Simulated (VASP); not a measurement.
# Tl (R-3m) in VASP: single point with r2SCAN

Aim: the single point of Tl with r2SCAN.

Program: VASP 6.6.1. These are calculated values, not measurements. Logs are shortened: lines on timing, memory, paths and dates and some standing lists are left out, and cuts for length are marked.

### 1 The cell of the first run

It takes space group R-3m (No. 166, trigonal). Conventional cell: a = 8.038 Å, b = 8.038 Å, c = 20.562 Å, α = 90.00°, β = 90.00°, γ = 120.00°. Tl (site symmetry m) has 6 Tl at 2.73 to 2.95 Å within 3.6 Å. Tl (site symmetry m) has 7 Tl at 2.92 to 3.29 Å within 3.8 Å.

### 2 Single point, r2SCAN

Contents of POSCAR:

```
Tl
1.0
    4.0189706272      2.3203537735      6.8539611964
   -4.0189706272      2.3203537735      6.8539611964
    0.0000000000     -4.6407075469      6.8539611964
Tl
12
Direct
    0.0101900000      0.6536100000      0.0101900000
    0.0101900000      0.0101900000      0.6536100000
    0.6536100000      0.0101900000      0.0101900000
    0.9898100000      0.3463900000      0.9898100000
    0.3463900000      0.9898100000      0.9898100000
    0.9898100000      0.9898100000      0.3463900000
    0.2211800000      0.6306000000      0.2211800000
    0.2211800000      0.2211800000      0.6306000000
    0.6306000000      0.2211800000      0.2211800000
    0.7788200000      0.3694000000      0.7788200000
    0.3694000000      0.7788200000      0.7788200000
    0.7788200000      0.7788200000      0.3694000000
```

Contents of INCAR.step1:

```
SYSTEM = Tl
  PREC = Accurate
  ENCUT = 520
  ISMEAR = 0
  SIGMA = 0.1
  LREAL = .FALSE.
  LASPH = .TRUE.
  NELM = 100
  NBANDS = 90
  GGA = PE
  ALGO = Normal
  EDIFF = 1E-4
  LWAVE = .TRUE.
  LCHARG = .FALSE.
```

Contents of INCAR.step2:

```
SYSTEM = Tl
  PREC = Accurate
  ENCUT = 520
  EDIFF = 1E-6
  ISMEAR = 0
  SIGMA = 0.1
  LREAL = .FALSE.
  LASPH = .TRUE.
  NELM = 100
  ALGO = Normal
  ISIF = 2
  LWAVE = .FALSE.
  LCHARG = .FALSE.
  METAGGA = R2SCAN
  LMIXTAU = .TRUE.
  NBANDS = 90
  ISTART = 1
```

Contents of KPOINTS:

```
regular mesh
0
G
  3 3 3
  0 0 0
```

Potentials or basis: VASP PAW PBE potentials, release 64 (Tl_d).

Launch:

```console
cat potpaw_PBE.64/Tl_d/POTCAR > POTCAR
cp INCAR.step1 INCAR
mpirun -np 1 vasp_std > vasp.out
cp INCAR.step2 INCAR
mpirun -np 1 vasp_std > vasp.out
```

OUTCAR:

```text
SYSTEM = Tl
   PREC = Accurate
   ENCUT = 520
   EDIFF = 1E-6
   ISMEAR = 0
   LREAL = .FALSE.
   LASPH = .TRUE.
   NELM = 100
   ISIF = 2
   METAGGA = R2SCAN
   ISTART = 1

 ion  position               nearest neighbor table
   1  0.010  0.654  0.010-   4 2.73   2 2.87   3 2.87   7 2.94  12 2.95  11 2.95
   2  0.010  0.010  0.654-   6 2.73   3 2.87   1 2.87   8 2.94  10 2.95  11 2.95
   3  0.654  0.010  0.010-   5 2.73   2 2.87   1 2.87   9 2.94  12 2.95  10 2.95
   4  0.990  0.346  0.990-   1 2.73   6 2.87   5 2.87  10 2.94   8 2.95   9 2.95
   5  0.346  0.990  0.990-   3 2.73   6 2.87   4 2.87  11 2.94   8 2.95   7 2.95
   6  0.990  0.990  0.346-   2 2.73   4 2.87   5 2.87  12 2.94   9 2.95   7 2.95
   7  0.221  0.631  0.221-  11 2.92  12 2.92   1 2.94   5 2.95   6 2.95   8 3.29   9 3.29
   8  0.221  0.221  0.631-  10 2.92  11 2.92   2 2.94   4 2.95   5 2.95   7 3.29   9 3.29
   9  0.631  0.221  0.221-  10 2.92  12 2.92   3 2.94   4 2.95   6 2.95   8 3.29   7 3.29
  10  0.779  0.369  0.779-   9 2.92   8 2.92   4 2.94   3 2.95   2 2.95  12 3.29  11 3.29
  11  0.369  0.779  0.779-   7 2.92   8 2.92   5 2.94   1 2.95   2 2.95  12 3.29  10 3.29
  12  0.779  0.779  0.369-   7 2.92   9 2.92   6 2.94   3 2.95   1 2.95  10 3.29  11 3.29

  LATTYP: Found a trigonal (rhomboedric) cell.
 ALAT       =     8.2772550171
 COS(alpha) =     0.5284942553

  Lattice vectors:

 A1 = (   4.0189706272,   2.3203537735,   6.8539611964)
 A2 = (  -4.0189706272,   2.3203537735,   6.8539611964)
 A3 = (   0.0000000000,  -4.6407075469,   6.8539611964)

Analysis of symmetry for initial positions (statically):
=====================================================================
 Subroutine PRICEL returns:
 Original cell was already a primitive cell.

 Routine SETGRP: Setting up the symmetry group for a
 trigonal (rhombohedral) supercell.

 Subroutine GETGRP returns: Found 12 space group operations
 (whereof 12 operations were pure point group operations)
 out of a pool of 12 trial point group operations.

The static configuration has the point symmetry D_3d.

Analysis of symmetry for dynamics (positions and initial velocities):
=====================================================================
 Subroutine PRICEL returns:
 Original cell was already a primitive cell.

 Routine SETGRP: Setting up the symmetry group for a
 trigonal (rhombohedral) supercell.

 Subroutine GETGRP returns: Found 12 space group operations
 (whereof 12 operations were pure point group operations)
[... 114 lines left out ...]
   NELECT =     156.0000    total number of electrons
   NUPDOWN=      -1.0000    fix difference up-down
   EMIN   =  10.00;   EMAX   =-10.00  energy-range for DOS
   EFERMI =   0.00;   METHOD = LEGACY
   ISMEAR =     0;   SIGMA  =   0.10  broadening in eV -4-tet -1-fermi 0-gaus
   EFERMI_NEDOS =   21; number of points for ismear=-14 and -15
   IALGO  =     38    algorithm
   IMIX   =      4    mixing-type and parameters
     AMIX     =   0.40;   BMIX     =  1.00
     AMIX_MAG =   1.60;   BMIX_MAG =  1.00
  volume/ion in A,a.u.               =      31.96       215.66
  Fermi-wavevector in a.u.,A,eV,Ry     =   1.213004  2.292246 20.019337  1.471380
  Thomas-Fermi vector in A             =   2.348470
   LORBIT       =      0    0 simple, 1 ext, 2 COOP (PROOUT), +10 PAW based schemes
   METAGGA = R2SCAN    functional components
   LHFCALC =     F    Hartree Fock is set to
   AEXX    =    0.0000 exact exchange contribution
   IVDW    =     0    specifies the selected vdW correction
   LEPSILON=     F    determine dielectric tensor
   LRPA    =     F    only Hartree local field effects (RPA)
 non-spin polarized calculation
 Gauss-broadening in eV      SIGMA  =   0.10
  energy-cutoff  :      520.00
  volume of cell :      383.50
 maximum number of plane-waves:     10339
 NGX is ok and might be reduce to    64
   NGX = 31   NGY = 31   NGZ = 31

 number of electron     155.9999994 magnetization

 Free energy of the ion-electron system (eV)
  ---------------------------------------------------
  ext. energy  EPLUGINS =         0.00000000
  ---------------------------------------------------
  free energy    TOTEN  =      -631.96361060 eV

  energy without entropy =     -631.94605510  energy(sigma->0) =     -631.95483285

 E-fermi :   5.2087     XC(G=0):  -9.9056

 val. band max:        5.2038315387   @ k =   0.0000   0.0000   0.0000
 cond. band min:       5.2098491784   @ k =  -0.3333   0.3333   0.3333
 fundamental gap:      0.0060176396
 Fermi energy:         5.2086819564

 k-point     1 :       0.0000    0.0000    0.0000
  band No.  band energies     occupation
      1      -8.1244      2.00000
      2      -7.9923      2.00000
      3      -7.8815      2.00000
      4      -7.8815      2.00000
      5      -7.8139      2.00000
      6      -7.8139      2.00000
[... 547 lines left out ...]
     89       8.9803      0.00000
     90       9.1743      0.00000

------------------------ aborting loop because EDIFF is reached ----------------------------------------

  FORCE on cell =-STRESS in cart. coord.  units (eV):
  Direction    XX          YY          ZZ          XY          YZ          ZX
  --------------------------------------------------------------------------------------
  -------------------------------------------------------------------------------------
  Total       21.9867963     21.9867963     25.9388425     -0.0000000      0.0000000     -0.0000000
  in kB       91.8566508     91.8566508    108.3675477     -0.0000000      0.0000000     -0.0000000
  external PRESSURE =      97.3602831 kB  Pullay stress =       0.0000000 kB

 VOLUME and BASIS-vectors are now :
 -----------------------------------------------------------------------------
  energy-cutoff  :      520.00
  volume of cell :      383.50
      direct lattice vectors                 reciprocal lattice vectors
     4.018970627  2.320353773  6.853961196     0.124409966  0.071828127  0.048633677
    -4.018970627  2.320353773  6.853961196    -0.124409966  0.071828127  0.048633677
     0.000000000 -4.640707547  6.853961196     0.000000000 -0.143656255  0.048633677

 POSITION                                       TOTAL-FORCE (eV/Angst)
 -----------------------------------------------------------------------------------
     -2.58589      1.49296      4.61950         0.890577     -0.514175     -0.615220
      0.00000     -2.98592      4.61950         0.000000      1.028350     -0.615220
      2.58589      1.49296      4.61950        -0.890577     -0.514175     -0.615220
      2.58589     -1.49296     15.94238        -0.890577      0.514175      0.615220
     -2.58589     -1.49296     15.94238         0.890577      0.514175      0.615220
      0.00000      2.98592     15.94238         0.000000     -1.028350      0.615220
     -1.64545      0.95000      7.35403         1.688337     -0.974762      0.437324
      0.00000     -1.90000      7.35403         0.000000      1.949524      0.437324
      1.64545      0.95000      7.35403        -1.688337     -0.974762      0.437324
      1.64545     -0.95000     13.20786        -1.688337      0.974762     -0.437324
     -1.64545     -0.95000     13.20786         1.688337      0.974762     -0.437324
      0.00000      1.90000     13.20786         0.000000     -1.949524     -0.437324
 -----------------------------------------------------------------------------------
    total drift:                                0.000000      0.000000     -0.000000

  FREE ENERGIE OF THE ION-ELECTRON SYSTEM (eV)
  ---------------------------------------------------
  free  energy   TOTEN  =      -631.9636106043 eV

  energy  without entropy=     -631.9460551034  energy(sigma->0) =     -631.95483285
```

OUTCAR.step1:

```text
SYSTEM = Tl
   PREC = Accurate
   ENCUT = 520
   ISMEAR = 0
   LREAL = .FALSE.
   LASPH = .TRUE.
   NELM = 100
[... 798 lines left out ...]
      1.64545     -0.95000     13.20786        -1.771991      1.023059     -0.471945
     -1.64545     -0.95000     13.20786         1.771991      1.023059     -0.471945
      0.00000      1.90000     13.20786        -0.000000     -2.046119     -0.471945
 -----------------------------------------------------------------------------------
    total drift:                                0.000000      0.000000     -0.000000

  FREE ENERGIE OF THE ION-ELECTRON SYSTEM (eV)
  ---------------------------------------------------
  free  energy   TOTEN  =       -19.7307996581 eV

  energy  without entropy=      -19.7111104132  energy(sigma->0) =      -19.72095504
```

Run time: 9.8 min. Hardware: 1 thread of Intel Xeon Platinum 8559C (Emerald Rapids), shared host; peak memory 0.64 GiB.

Results:

```yaml
Free_energy: -631.9636 eV
Pressure: 9.7 GPa
Largest_force: 1.998 eV/Å
Band_gap_on_the_k_mesh: zero (bands 78 and 79 overlap by 1.39 eV)
```

Forces in eV/Å, atoms in the order of the input:
```
Tl   0.891 -0.514 -0.615
Tl   0.000  1.028 -0.615
Tl  -0.891 -0.514 -0.615
Tl  -0.891  0.514  0.615
Tl   0.891  0.514  0.615
Tl   0.000 -1.028  0.615
Tl   1.688 -0.975  0.437
Tl   0.000  1.950  0.437
Tl  -1.688 -0.975  0.437
Tl  -1.688  0.975 -0.437
Tl   1.688  0.975 -0.437
Tl   0.000 -1.950 -0.437
```

Stress tensor (GPa, compression positive):
```
 9.19  0.00  0.00
 0.00  9.19  0.00
 0.00  0.00 10.84
```

Caveat: the cell stands under pressure; the PAW data sets were made with another functional, which shifts forces and pressure a little; spin-orbit coupling is left out, which moves the levels of the heavy elements.
